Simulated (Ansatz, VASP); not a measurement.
## One calculation of BaTiO3, two programs

```xyz
5
Lattice="4.0077 0.0000 0.0000 0.0000 4.0077 0.0000 0.0000 0.0000 4.0077" Properties=species:S:1:pos:R:3 pbc="T T T"
Ba    2.0038    2.0038    2.0038
Ti    0.0000    0.0000    0.0000
O     2.0038    0.0000    0.0000
O     0.0000    2.0038    0.0000
O     0.0000    0.0000    2.0038
```

Alike in both runs: task relaxation of cell and atoms; functional PBE; k mesh 8 × 8 × 8; occupations gaussian, width 0.02 eV; no spin polarisation.

|  | VASP | Ansatz |
| --- | --- | --- |
| version | VASP 6.6.1 | Ansatz 0.2.0 |
| potentials or method | VASP PAW PBE potentials, release 64 (Ba_sv, Ti_sv, O), cutoff 600 eV | scalar-relativistic, plane waves, PAW |
| valence electrons in the cell | 40 | 40 |

```csv
,VASP,Ansatz,Ansatz less VASP
"gap on the k mesh at the Fermi level, each at its own relaxed structure (eV)",1.70,1.78,+0.082
relaxed volume (Å³/atom),13.11,12.99,-0.123
relaxed length of the cell vector where the two differ most in proportion (Å),4.032,4.019,-0.0127
```

Neither program's run includes spin-orbit coupling.
